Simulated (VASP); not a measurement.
# CdC2 (I4/mmm) in VASP: further runs, part 2 of 2

VASP 6.6.1. Earlier steps stand in the parts before.

**4. Vibrations by perturbation theory, LDA**

This run uses another cell than the first one, of 11.58 Å³/atom, 1.119 times its volume.

INCAR reads:

```
SYSTEM = CdC2
  PREC = Accurate
  ENCUT = 520
  EDIFF = 1E-8
  ISMEAR = 0
  SIGMA = 0.01
  LREAL = .False.
  LASPH = .True.
  NELM = 60
  ALGO = Normal
  ISIF = 2
  LWAVE = .False.
  LCHARG = .False.
  GGA = CA
  IBRION = 8
  NSW = 1
  LEPSILON = .True.
```

KPOINTS reads:

```
Automatic mesh
0
Gamma
  8 8 8
  0 0 0
```

POSCAR reads:

```
CdC2
1.0
   -1.7827345053      1.7827345053      2.7326164410
    1.7827345053     -1.7827345053      2.7326164410
    1.7827345053      1.7827345053     -2.7326164410
Cd C
1 2
Direct
    0.0000000000      0.0000000000      0.0000000000
    0.6133695434      0.6133695434      0.0000000000
    0.3866304566      0.3866304566      0.0000000000
```

Potentials or basis: VASP PAW LDA potentials, release 64 (Cd, C).

Run with:

```bash
> cat potpaw_LDA.64/Cd/POTCAR potpaw_LDA.64/C/POTCAR > POTCAR
> mpirun -np 1 vasp_std > vasp.out
```

OUTCAR:

```text
SYSTEM = CdC2
   PREC = Accurate
   ENCUT = 520
   EDIFF = 1E-8
   ISMEAR = 0
   LREAL = .False.
   LASPH = .True.
   NELM = 60
   ISIF = 2
   GGA = CA
   IBRION = 8
   NSW = 1
   LEPSILON = .True.

 ion  position               nearest neighbor table
   1  0.000  0.000  0.000-   2 2.11   3 2.11   2 2.60   3 2.60   2 2.60   2 2.60   2 2.60   3 2.60
                             3 2.60   3 2.60
   2  0.613  0.613  0.000-   3 1.24   1 2.11   1 2.60   1 2.60   1 2.60   1 2.60
   3  0.387  0.387  0.000-   2 1.24   1 2.11   1 2.60   1 2.60   1 2.60   1 2.60

  LATTYP: Found a body centered tetragonal cell.
 ALAT       =     3.5654690106
 C/A-ratio  =     1.5328229935

  Lattice vectors:

 A1 = (  -1.7827345053,   1.7827345053,   2.7326164410)
 A2 = (   1.7827345053,  -1.7827345053,   2.7326164410)
 A3 = (   1.7827345053,   1.7827345053,  -2.7326164410)

Analysis of symmetry for initial positions (statically):
=====================================================================
 Subroutine PRICEL returns:
 Original cell was already a primitive cell.

 Routine SETGRP: Setting up the symmetry group for a
 body centered tetragonal supercell.

 Subroutine GETGRP returns: Found 16 space group operations
 (whereof 16 operations were pure point group operations)
 out of a pool of 16 trial point group operations.

The static configuration has the point symmetry D_4h.

Analysis of symmetry for dynamics (positions and initial velocities):
=====================================================================
 Subroutine PRICEL returns:
 Original cell was already a primitive cell.

 Routine SETGRP: Setting up the symmetry group for a
 body centered tetragonal supercell.

 Subroutine GETGRP returns: Found 16 space group operations
 (whereof 16 operations were pure point group operations)
 out of a pool of 16 trial point group operations.

The dynamic configuration has the point symmetry D_4h.

 Subroutine INISYM returns: Found 16 space group operations
 (whereof 16 operations are pure point group operations),
 and found     1 'primitive' translations

----------------------------------------------------------------------------------------

                                     Primitive cell

  volume of cell :      34.7386

  direct lattice vectors                    reciprocal lattice vectors
    -1.782734505  1.782734505  2.732616441     0.000000000  0.280468011  0.182974819
     1.782734505 -1.782734505  2.732616441     0.280468011  0.000000000  0.182974819
     1.782734505  1.782734505 -2.732616441     0.280468011  0.280468011  0.000000000

  length of vectors
     3.717993713  3.717993713  3.717993713     0.334876230  0.334876230  0.396641664

[... 628 lines left out ...]
  ---------------------------------------------------
  free energy    TOTEN  =        -0.13661358 eV

  energy without entropy =       -0.13661358

------------------------ aborting loop because EDIFF is reached ----------------------------------------

 INTERNAL STRAIN TENSOR  FOR ION    2  DIRECTION 3   (eV/Angst):
 -----------------------------------------------------------------------------
     1.64955  0.00000  0.00000
     0.00000  1.64955  0.00000
     0.00000  0.00000-77.58378

 MACROSCOPIC STATIC DIELECTRIC TENSOR (including local field effects in DFT)
 ------------------------------------------------------
           5.835873     0.000000     0.000000
           0.000000     5.835873    -0.000000
           0.000000     0.000000     6.902170
 ------------------------------------------------------

 PIEZOELECTRIC TENSOR (including local field effects)  for field in x, y, z        (e  Angst)
          XX          YY          ZZ          XY          YZ          ZX
  --------------------------------------------------------------------------------
  x     0.00000     0.00000     0.00000     0.00000     0.00000     0.00000
  y     0.00000     0.00000     0.00000     0.00000     0.00000     0.00000
  z     0.00000     0.00000     0.00000     0.00000     0.00000     0.00000

 PIEZOELECTRIC TENSOR (including local field effects)  for field in x, y, z        (C/m^2)
          XX          YY          ZZ          XY          YZ          ZX
  --------------------------------------------------------------------------------
  x     0.00000     0.00000     0.00000     0.00000     0.00000     0.00000
  y     0.00000     0.00000     0.00000     0.00000     0.00000     0.00000
  z     0.00000     0.00000     0.00000     0.00000     0.00000     0.00000

 BORN EFFECTIVE CHARGES (including local field effects) (in |e|, cummulative output)
 ---------------------------------------------------------------------------------
 ion    1
    1     2.71059     0.00000     0.00000
    2     0.00000     2.71059     0.00000
    3     0.00000     0.00000     1.87512
 ion    2
    1    -1.35529     0.00000     0.00000
    2    -0.00000    -1.35529     0.00000
    3     0.00000    -0.00000    -0.93756
 ion    3
    1    -1.35529     0.00000     0.00000
    2    -0.00000    -1.35529     0.00000
    3     0.00000     0.00000    -0.93756

 INTERNAL STRAIN TENSOR FOR ION    3 for displacements in x,y,z  (eV/Angst):
          X           Y           Z          XY          YZ          ZX
  --------------------------------------------------------------------------------
  x     0.00000     0.00000     0.00000     0.00000     0.00000    -1.77946
  y     0.00000     0.00000     0.00000     0.00000    -2.53654     0.00000
  z    -1.64955    -1.64955    77.58378     0.00000     0.00000     0.00000

 SECOND DERIVATIVES (NOT SYMMETRIZED)
 ------------------------------------
               1X          1Y          1Z          2X          2Y          2Z          3X          3Y          3Z
  1X     0.419413    0.000000    0.000000   -0.209706    0.000000    0.000000   -0.209706    0.000000    0.000000
  1Y     0.000000    0.419413   -0.000000    0.000000   -0.209706    0.000000    0.000000   -0.209706    0.000000
  1Z     0.000000    0.000000  -18.354197    0.000000   -0.000000    9.177098   -0.000000    0.000000    9.177098
  2X    -0.214335    0.000000    0.000000   -2.584346    0.000000    0.000000    2.798681    0.000000    0.000000
  2Y     0.000000   -0.214335   -0.000000    0.000000   -2.584346    0.000000    0.000000    2.798681   -0.000000
  2Z     0.000000   -0.000000    9.180147    0.000000    0.000000  -94.470066    0.000000    0.000000   85.289919
  3X    -0.214335    0.000000    0.000000    2.798681    0.000000    0.000000   -2.584346    0.000000    0.000000
  3Y     0.000000   -0.214335   -0.000000    0.000000    2.798681   -0.000000    0.000000   -2.584346    0.000000
  3Z     0.000000   -0.000000    9.180147    0.000000    0.000000   85.289919    0.000000    0.000000  -94.470066

 Eigenvectors and eigenvalues of the dynamical matrix
 ----------------------------------------------------

   1 f  =   60.479425 THz   380.003434 2PiTHz 2017.376467 cm-1   250.122691 meV
             X         Y         Z           dx          dy          dz
      0.000000  0.000000  0.000000    -0.000000    0.000000   -0.000000
      0.000000  0.000000  3.352207     0.000000   -0.000000   -0.707107
      0.000000  0.000000  2.113025    -0.000000    0.000000    0.707107
[... 43 lines left out ...]
   9 f/i=    2.296355 THz    14.428426 2PiTHz   76.598171 cm-1     9.496959 meV
             X         Y         Z           dx          dy          dz
      0.000000  0.000000  0.000000     0.001779   -0.415855    0.000000
      0.000000  0.000000  3.352207    -0.002752    0.643058    0.000000
      0.000000  0.000000  2.113025    -0.002752    0.643058    0.000000

--------------------------------------------------------------------------------------------------------

 MACROSCOPIC STATIC DIELECTRIC TENSOR IONIC CONTRIBUTION
 ------------------------------------------------------
           0.000000    -0.000000     0.000000
          -0.000000     0.000000     0.000000
           0.000000     0.000000     0.997764
 ------------------------------------------------------

 ELASTIC MODULI CONTR FROM IONIC RELAXATION (kBar)
 Direction    XX          YY          ZZ          XY          YZ          ZX
 --------------------------------------------------------------------------------
 XX          -1.3963     -1.3963     65.6707      0.0000      0.0000      0.0000
 YY          -1.3963     -1.3963     65.6707      0.0000      0.0000      0.0000
 ZZ          65.6707     65.6707  -3088.7117      0.0000     -0.0000     -0.0000
 XY           0.0000      0.0000      0.0000      0.0000      0.0000      0.0000
 YZ           0.0000      0.0000     -0.0000      0.0000   -110.2519      0.0000
 ZX           0.0000      0.0000     -0.0000      0.0000      0.0000    -54.2596
 --------------------------------------------------------------------------------

 PIEZOELECTRIC TENSOR IONIC CONTR  for field in x, y, z        (C/m^2)
          XX          YY          ZZ          XY          YZ          ZX
  --------------------------------------------------------------------------------
  x    -0.00000    -0.00000     0.00000     0.00000    -0.00000    -0.00000
  y    -0.00000    -0.00000     0.00000     0.00000     0.00000     0.00000
  z     0.00000     0.00000    -0.00000     0.00000    -0.00000     0.00000
```

Wall time 6.6 min (1 thread of Intel Xeon Platinum 8259CL at 2.50GHz (Skylake/Cascade Lake), shared host); peak memory 0.3 GiB.

What came out:

```
Electronic dielectric tensor (diagonal)                 : 5.84, 5.84, 6.90
Born charges (mean of the diagonal)                     : Cd +2.43; C -1.22 e
Highest phonon frequency at Γ, LO-TO splitting left out : 2017 cm⁻¹
Most unstable mode                                      : 77i cm⁻¹
```

Phonon frequencies in cm⁻¹ (negative: imaginary):
```
              q point                     frequencies
(0.000, 0.000, 0.000)  -77 -77 0 0 0 349 349 502 2017
```

Electronic dielectric tensor:
```
5.84 0.00 0.00
0.00 5.84 0.00
0.00 0.00 6.90
```

Born effective charge tensors (e):
atom 1, Cd
```
2.71 0.00 0.00
0.00 2.71 0.00
0.00 0.00 1.88
```
atom 2, C
```
-1.36  0.00  0.00
 0.00 -1.36  0.00
 0.00  0.00 -0.94
```
atom 3, C
```
-1.36  0.00  0.00
 0.00 -1.36  0.00
 0.00  0.00 -0.94
```

Caveat: the cell wasn't relaxed at this level first, which shifts response properties; some modes are imaginary.
